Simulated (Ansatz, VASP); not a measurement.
## Two plane-wave programs on CeO2

INCAR

```
SYSTEM = CeO2
PREC = Accurate
ENCUT = 520
EDIFF = 1E-7
ISMEAR = 0
SIGMA = 0.05
LREAL = .False.
LASPH = .True.
NELM = 60
ALGO = Normal
ISIF = 2
LWAVE = .False.
LCHARG = .False.
GGA = PS
NBANDS = 19
```

Contents of KPOINTS:

```
Automatic mesh
0
Gamma
  4 4 4
  0 0 0
```

POSCAR

```
CeO2
1.0
    0.0000000000      2.7048609279      2.7048609279
    2.7048609279      0.0000000000      2.7048609279
    2.7048609279      2.7048609279      0.0000000000
Ce O
1 2
Direct
    0.0000000000      0.0000000000      0.0000000000
    0.2500000000      0.2500000000      0.2500000000
    0.7500000000      0.7500000000      0.7500000000
```

Input for Ansatz:

```yaml
crystal:
  lattice:
    - [0.0, 2.7048609279, 2.7048609279]
    - [2.7048609279, 0.0, 2.7048609279]
    - [2.7048609279, 2.7048609279, 0.0]
  atoms:
    - { symbol: Ce, position: [0.0, 0.0, 0.0] }
    - { symbol: O, position: [0.25, 0.25, 0.25] }
    - { symbol: O, position: [0.75, 0.75, 0.75] }
basis:
  ecutwfc: 420
  ecutrho_ratio: 4
kpoints:
  mp_grid: { grid: [4, 4, 4] }
hamiltonian:
  xc: pbesol
scf:
  occupations: { method: gaussian, width: 0.05 }
  n_extra_bands: 20
output:
  eigenvalues: true
  crpa:
    accuracy: low
    n_empty_bands: 132
    ecut_chi: 150.0
    kmesh: [4, 4, 4]
    target_bands: [v6, c7]
    projections: [{ species: Ce, l: f }, { species: O, l: p }]
```

Change from the starting cell: constrained RPA, f and p model.

Alike in both runs: task single point; functional PBEsol; k mesh 4 × 4 × 4; occupations gaussian, width 0.05 eV; no spin polarisation.

|  | VASP | Ansatz |
| --- | --- | --- |
| version | VASP 6.6.1 | Ansatz 0.2.0 |
| potentials or method | VASP PAW PBE potentials, release 64 (Ce, O), cutoff 520 eV | scalar-relativistic, plane waves, PAW |
| valence electrons in the cell | 24 | 24 |

VASP gave:

```
gap on the k mesh at the Fermi level (eV) : 1.95
least direct gap on the mesh (eV)         : 2.06
```

Which values does Ansatz return?

gap on the k mesh at the Fermi level (eV): 1.98; least direct gap on the mesh (eV): 2.09.

VASP's potentials were made for PBE, not for PBEsol. The functional is the same, so the differences come from potentials, cutoffs and numerics.

The k mesh is coarse, so the values compare programs but aren't converged. Neither program's run includes spin-orbit coupling.
